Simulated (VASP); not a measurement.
Crystal: InSe.

```xyz
4
Lattice="5.8264 -2.0546 0.0000 5.8264 2.0546 0.0000 -1.7232 0.0000 4.7713" Properties=species:S:1:pos:R:3 pbc="T T T"
In   10.2693    0.0000    0.2235
In   -0.3398    0.0000    4.5479
Se    6.5489    0.0000    3.1918
Se    3.3807    0.0000    1.5795
```

Base run:

```yaml
Program: VASP 6.6.1
Functional: LDA
Potentials_or_basis: VASP PAW LDA potentials, release 64 (In_d, Se)
Cutoff: 520 eV
k_mesh: 7 × 7 × 6
Occupations: fermi-dirac, width 0.05 eV
Spin: no spin polarisation
```

Its results: band gap on the k mesh 1.01 eV (least direct gap 1.08 eV); pressure -2.7 GPa; largest force 0.068 eV/Å.

Question: The run is repeated on the same cell with these changes: functional from LDA to r2SCAN; potentials or basis from VASP PAW LDA potentials, release 64 (In_d, Se) to VASP PAW PBE potentials, release 64 (In_d, Se). What comes out?

Answer: Band gap on the k mesh 1.50 eV (least direct gap 1.62 eV); pressure -0.1 GPa; largest force 0.028 eV/Å.

Caveats: spin-orbit coupling is left out, which moves the levels of the heavy elements; the PAW data sets were made with another functional, which shifts forces and pressure a little (at least some runs).

A k mesh can miss the band edges.
